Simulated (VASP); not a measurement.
Crystal: Ba3Hf.

```
CELL_PARAMETERS angstrom
7.28630 0.00000 0.00000
-3.64315 6.31012 0.00000
0.00000 0.00000 5.84838
ATOMIC_POSITIONS crystal
Ba 0.83300 0.66600 0.25000
Ba 0.16700 0.83300 0.75000
Ba 0.33400 0.16700 0.25000
Ba 0.16700 0.33400 0.75000
Ba 0.83300 0.16700 0.25000
Ba 0.66600 0.83300 0.75000
Hf 0.33333 0.66667 0.25000
Hf 0.66667 0.33333 0.75000
```

- Program: VASP 6.6.1
- Task: relaxation of cell and atoms
- Functional: PBE
- Potentials or basis: VASP PAW PBE potentials, release 64 (Ba_sv, Hf_pv)
- Cutoff: 600 eV
- k mesh: 3 × 3 × 4
- Occupations: gaussian, width 0.1 eV
- Spin: no spin polarisation

At the start: pressure 7.1 GPa; volume 33.61 Å³/atom.

Problem. How do energy, volume and symmetry change on relaxing?

Solution. Over 9 steps the energy falls by 219.2 meV/atom and the volume is 44.66 Å³/atom (+32.9 %); space group P6_3/mmc (No. 194, to 0.1 Å) before and after.

Step by step:
| step | energy change (eV) | largest force (eV/Å) | pressure (GPa) | volume (Å³) |
| --- | --- | --- | --- | --- |
| 1 | 0.0000 | 0.3945 | 7.14 | 268.89 |
| 2 | -1.5213 | 0.3804 | 1.20 | 331.46 |
| 3 | -1.6077 | 0.3813 | -0.46 | 364.55 |
| 4 | -1.6172 | 0.3811 | -0.12 | 356.55 |
| 5 | -1.6169 | 0.3815 | -0.03 | 354.64 |
| 6 | -1.6597 | 0.3125 | -0.01 | 354.55 |
| 7 | -1.7374 | 0.0732 | 0.07 | 354.26 |
| 8 | -1.7437 | 0.0435 | 0.11 | 354.13 |
| 9 | -1.7536 | 0.0266 | -0.04 | 357.24 |

Final structure:
```
Ba Hf
1.0
     8.13411    0.00000    0.00000
    -4.06705    7.04434    0.00000
     0.00000    0.00000    6.23468
Ba Hf
6 2
Direct
  0.82317 0.64633 0.25000
  0.17683 0.82316 0.75000
  0.35367 0.17683 0.25000
  0.17683 0.35367 0.75000
  0.82316 0.17683 0.25000
  0.64633 0.82316 0.75000
  0.33333 0.66667 0.25000
  0.66667 0.33333 0.75000
```

Caveat: the volume moved by over 15 % at a fixed basis, so the end points are rough.
